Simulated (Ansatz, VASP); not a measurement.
Two plane-wave programs on CoO

Contents of INCAR:

```
PREC = Accurate ; ENCUT = 600
EDIFF = 1E-6 ; ISMEAR = 0
SIGMA = 0.05 ; LREAL = False
LASPH = True ; NELM = 200
ALGO = Normal ; ISIF = 2
LWAVE = False ; LCHARG = True
ISPIN = 2 ; MAGMOM = 3 -3 0 0
LORBIT = 11 ; LMAXMIX = 4
LDAU = True ; LDAUTYPE = 2
LDAUL = 2 -1 ; LDAUU = 3.3 0
LDAUJ = 0 0 ; LDAUPRINT = 1
GGA = PE ; LELF = True
LVHAR = True ; NBANDS = 35
GGA_COMPAT = False
```

KPOINTS

```
regular mesh
0
Gamma
  5 5 3
```

File POSCAR:

```
CoO
1.0
    0.0000000000      2.1628257030     -2.1628257030
    0.0000000000      2.1628257030      2.1628257030
    4.3256514060      0.0000000000      0.0000000000
Co O
2 2
Direct
    0.0000000000      0.0000000000      0.0000000000
    0.5000000000      0.5000000000      0.5000000000
    0.0000000000      1.0000000000      0.5000000000
    0.5000000000      1.5000000000      1.0000000000
```

Input for Ansatz:

```yaml
crystal:
  lattice:
    - [0.0, 2.1628257036, -2.1628257036]
    - [0.0, 2.1628257036, 2.1628257036]
    - [4.3256514072, 0.0, 0.0]
  atoms:
    - { symbol: Co, position: [0.0, 0.0, 0.0], spin: 3.0 }
    - { symbol: O, position: [0.0, 1.0, 0.5] }
    - { symbol: Co, position: [0.5, 0.5, 0.5], spin: -3.0 }
    - { symbol: O, position: [0.5, 1.5, 1.0] }
basis:
  ecutwfc: 420
  ecutrho_ratio: 4
kpoints:
  mp_grid: { grid: [5, 5, 3] }
hamiltonian:
  xc: pbe
  hubbard: { sites: [{ species: Co, l: d, u_eff: 3.3 }] }
scf:
  occupations: { method: gaussian, width: 0.05 }
output:
  forces: true
  stress: true
  eigenvalues: true
  populations: true
  hubbard: { sites: [{ species: Co, l: d }] }
magnetization:
  spin_polarized: true
```

Alike in both runs: task single point; functional PBE; k mesh 5 × 5 × 3; occupations gaussian, width 0.05 eV; collinear spin; Hubbard terms Co d U = 3.3 eV.

```csv
,VASP,Ansatz
version,VASP 6.6.1,Ansatz 0.2.0
potentials or method,"VASP PAW PBE potentials, release 64 (Co_sv, O), cutoff 600 eV","scalar-relativistic, plane waves, PAW"
valence electrons in the cell,46,46
```

VASP gave:

```
gap on the k mesh at the Fermi level (eV)                     : 0.60
least direct gap on the mesh (eV)                             : 1.28
pressure (GPa)                                                : -3.7
net moment per atom (μB)                                      : 0.00
size of the moment on the site where the two differ most (μB) : 2.67
```

Problem. What did Ansatz give for the same quantities?

Solution. gap on the k mesh at the Fermi level (eV): 1.53; least direct gap on the mesh (eV): 2.32; pressure (GPa): 0.2; net moment per atom (μB): 0.00; size of the moment on the site where the two differ most (μB): 2.61.

Site moments also hang on the region over which each program counts them. The programs project onto different local orbitals, so the same U acts differently, and such runs can settle in different states. Ansatz's warnings: stability check not made.

The k mesh is coarse, so the values compare programs but aren't converged.
